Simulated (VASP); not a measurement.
Write the native input for VASP 6.6.1 that does the following.

| Property | Result |
| --- | --- |
| Task | relaxation of cell and atoms |
| Functional | PBE |
| Potentials or basis | VASP PAW PBE potentials, release 64 (Cd, In_d, O) |
| Cutoff | 600 eV |
| k mesh | 6 × 6 × 1 |
| Occupations | gaussian, width 0.2 eV |
| Spin | no spin polarisation |
| Dipole correction | no |
| Further INCAR settings | ALGO = Normal; EDIFF = 1e-06; IBRION = 2; EDIFFG = -0.08; NSW = 36; ISIF = 3 |

The structure of Cd3In3O2 lies in POSCAR:

```
Cd3In3O2
1.0
    3.3000000000      0.0000000000      0.0000000000
   -1.6500000000      2.8578838300      0.0000000000
    0.0000000000      0.0000000000     16.8000000000
Cd In O
3 3 2
Direct
    0.3333333300      0.6666666700      0.1900000000
    0.6666666700      0.3333333300      0.8100000000
    0.0000000000      0.0000000000      0.5000000000
    0.0000000000      0.0000000000      0.0000000000
    0.3333333300      0.6666666700      0.6550000000
    0.6666666700      0.3333333300      0.3450000000
    0.3333333300      0.6666666700      0.0650000000
    0.6666666700      0.3333333300      0.9350000000
```

One way to write it, as run:

INCAR

```
SYSTEM = Cd3In3O2
  PREC = Accurate
  ENCUT = 600
  EDIFF = 1E-6
  ISMEAR = 0
  SIGMA = 0.2
  LREAL = .FALSE.
  LASPH = .TRUE.
  NELM = 100
  ALGO = Normal
  ISIF = 3
  LWAVE = .FALSE.
  LCHARG = .FALSE.
  GGA = PE
  IBRION = 2
  NSW = 36
  EDIFFG = -0.08
```

KPOINTS

```
Automatic mesh
0
G
  6 6 1
  0 0 0
```

Potentials or basis: VASP PAW PBE potentials, release 64 (Cd, In_d, O).

Launch:

```console
$ cat potpaw_PBE.64/Cd/POTCAR potpaw_PBE.64/In_d/POTCAR potpaw_PBE.64/O/POTCAR > POTCAR
$ mpirun -np 1 vasp_std > vasp.out
```

Results of the run:

```json
{
 "Relaxed volume": "20.65 Å³/atom",
 "Relaxed cell": "a = 3.338 Å, b = 3.338 Å, c = 17.120 Å, α = 90.00°, β = 90.00°, γ = 120.00°",
 "Space group after relaxing (to 0.1 Å)": "P-3m1 (No. 164)",
 "Energy gained by relaxing": "25.4 meV/atom",
 "Ionic steps": "7",
 "Pressure after relaxing": "-0.1 GPa",
 "Largest force after relaxing": "0.054 eV/Å",
 "Band gap on the k mesh": "zero (an odd number of electrons rules out a gap without spin polarisation)"
}
```

Caveat: the k points lie up to 0.37 Å⁻¹ apart in the final cell, too coarse for converged energies and pressures of a metal; spin-orbit coupling is left out, which moves the levels of the heavy elements; an odd number of electrons without spin polarisation forces a metal; a magnetic or distorted state may lie lower; the relaxation stopped at a loose force limit of 0.08 eV/Å, so its end isn't a converged minimum.

Wall time 12 min on 1 thread of Oxide Virtual Turin-like Processor, with other jobs on the host, peak memory 0.33 GiB.
